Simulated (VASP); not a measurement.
# Mo: single point with LDA

Mo, a slab with vacuum:

```xyz
5
Lattice="3.1150 0.0000 0.0000 0.0000 3.1150 0.0000 0.0000 0.0000 18.2300" Properties=species:S:1:pos:R:3 pbc="T T T"
Mo    0.0000    0.0000    6.1677
Mo    1.5575    1.5575    7.5286
Mo    0.0000    0.0000    9.1150
Mo    1.5575    1.5575   10.7014
Mo    0.0000    0.0000   12.0623
```

```
Program                : VASP 6.6.1
Task                   : single point
Functional             : LDA
Potentials or basis    : VASP PAW LDA potentials, release 64 (Mo_sv)
Cutoff                 : 520 eV
k mesh                 : 16 × 16 × 1
Occupations            : methfessel-paxton, width 0.1 eV
Spin                   : no spin polarisation
Dipole correction      : no
Further INCAR settings : ALGO = Normal; EDIFF = 1e-07; NBANDS = 43
```

| Item | Value |
| --- | --- |
| Largest force | 0.086 eV/Å |
| Band gap on the k mesh | zero (bands 35 and 36 overlap by 1.76 eV) |

Forces on the atoms (eV/Å):
```
Mo   0.000  0.000 -0.086
Mo   0.000  0.000  0.012
Mo   0.000  0.000  0.000
Mo   0.000  0.000 -0.012
Mo   0.000  0.000  0.086
```

Levels at points of the mesh, in eV from the Fermi level:
```tsv
k point	band 32	band 33	band 34	band 35	band 36	band 37	band 38	band 39
(0.00, 0.00, 0.00)	-0.82	-0.82	-0.70	-0.15	-0.15	-0.07	-0.07	0.06
(0.50, 0.00, 0.00)	-1.19	-0.92	-0.26	0.12	0.52	0.99	1.20	1.30
(0.50, 0.50, 0.00)	-0.76	-0.76	1.33	1.53	1.85	1.85	1.95	2.27
```

It took 6.6 min on 1 thread of Intel(R) Xeon(R) Platinum 8488C (Sapphire Rapids) (shared host), peak memory 0.37 GiB.

Caveat: there is no dipole correction, which matters where the two faces differ.
